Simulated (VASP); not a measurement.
Here is a VASP 6.6.1 calculation.

File INCAR:

```
ALGO = Normal
EDIFF = 1E-7
ENCUT = 520
GGA = PE
ISIF = 2
ISMEAR = -1
LASPH = True
LCHARG = True
LELF = True
LREAL = False
LVHAR = True
LWAVE = False
NBANDS = 20
NELM = 80
PREC = Accurate
SIGMA = 0.1
```

The input KPOINTS:

```
k-points
0
Gamma
  13 9 9
```

The input POSCAR:

```
AlCo
1.0
    0.0000000000      0.0000000000      2.8528193276
    2.8528193276     -2.8528193276      0.0000000000
    2.8528193276      2.8528193276      0.0000000000
Co Al
2 2
Direct
    0.0000000000      0.0000000000      0.0000000000
    0.0000000000      0.5000000000      0.5000000000
    0.5000000000      0.5000000000      0.0000000000
    0.5000000000      0.0000000000      0.5000000000
```

Potentials or basis: VASP PAW PBE potentials, release 64 (Co, Al).

Run with:

```console
$ cat potpaw_PBE.64/Co/POTCAR potpaw_PBE.64/Al/POTCAR > POTCAR
$ mpirun -np 1 vasp_std > vasp.out
```

(1) Predict the pressure.

(2) What does it give for the band gap on the k mesh?

## Answers

(1) -0.1 GPa.

(2) zero (bands 12 and 13 overlap by 1.01 eV).

Caveat: the run has no spin polarisation, though such a crystal can be magnetic.
